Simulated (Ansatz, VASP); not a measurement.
**NiO in VASP and in Ansatz**

The input INCAR:

```
ALGO = Normal
EDIFF = 1E-6
ENCUT = 520
GGA = PS
ISIF = 2
ISMEAR = 0
ISPIN = 2
LASPH = True
LCHARG = False
LDAU = True
LDAUJ = 0.7 0
LDAUL = 2 -1
LDAUPRINT = 1
LDAUTYPE = 1
LDAUU = 3 0
LMAXMIX = 4
LORBIT = 11
LREAL = False
LWAVE = False
MAGMOM = 2 0
NBANDS = 19
NELM = 150
PREC = Accurate
SIGMA = 0.05
```

The input KPOINTS:

```
k-points
0
Gamma
  8 8 8
```

Contents of POSCAR:

```
NiO
1.0
    0.0000000000      2.0913095100      2.0913095100
    2.0913095100      0.0000000000      2.0913095100
    2.0913095100      2.0913095100      0.0000000000
Ni O
1 1
Direct
    0.0000000000      0.0000000000      0.0000000000
    0.5000000000      0.5000000000      0.5000000000
```

Input for Ansatz:

```yaml
crystal:
  lattice:
    - [0.0, 2.09130951, 2.09130951]
    - [2.09130951, 0.0, 2.09130951]
    - [2.09130951, 2.09130951, 0.0]
  atoms:
    - { symbol: Ni, position: [0.0, 0.0, 0.0], spin: 2.0 }
    - { symbol: O, position: [0.5, 0.5, 0.5] }
basis:
  ecutwfc: 420
  ecutrho_ratio: 4
kpoints:
  mp_grid: { grid: [8, 8, 8] }
hamiltonian:
  xc: pbesol
  hubbard: { sites: [{ site: 0, l: d, u: 3.0, j: 0.7 }] }
scf:
  occupations: { method: gaussian, width: 0.05 }
  lower_state_search: "off"
  max_iter: 150
output:
  forces: true
  stress: true
  eigenvalues: true
  populations: true
  hubbard: { sites: [{ site: 0, l: d }] }
magnetization:
  spin_polarized: true
```

Alike in both runs: task single point; functional PBEsol; k mesh 8 × 8 × 8; occupations gaussian, width 0.05 eV; collinear spin; Hubbard terms Ni d U = 3.0 eV, J = 0.7 eV.

```csv
,VASP,Ansatz
version,VASP 6.6.1,Ansatz 0.2.0
potentials or method,"VASP PAW PBE potentials, release 64 (Ni, O), cutoff 520 eV","scalar-relativistic, plane waves, PAW"
valence electrons in the cell,16,24
```

|  | VASP | Ansatz | Ansatz less VASP |
| --- | --- | --- | --- |
| gap on the k mesh at the Fermi level (eV) | 0.65 | 0.58 | -0.067 |
| least direct gap on the mesh (eV) | 1.62 | 1.52 | -0.092 |
| pressure (GPa) | -4.1 | -0.3 | +3.79 |
| net moment per atom (μB) | 1.00 | 1.00 | 0.000 |
| size of the moment on the site where the two differ most (μB) | 1.70 | 1.65 | -0.052 |

VASP's potentials were made for PBE, not for PBEsol. Site moments also hang on the region over which each program counts them. The programs project onto different local orbitals, so the same U acts differently, and such runs can settle in different states. VASP's potentials hold 16 valence electrons a cell and Ansatz's 24, so a difference there can come from the potentials and not from the codes.
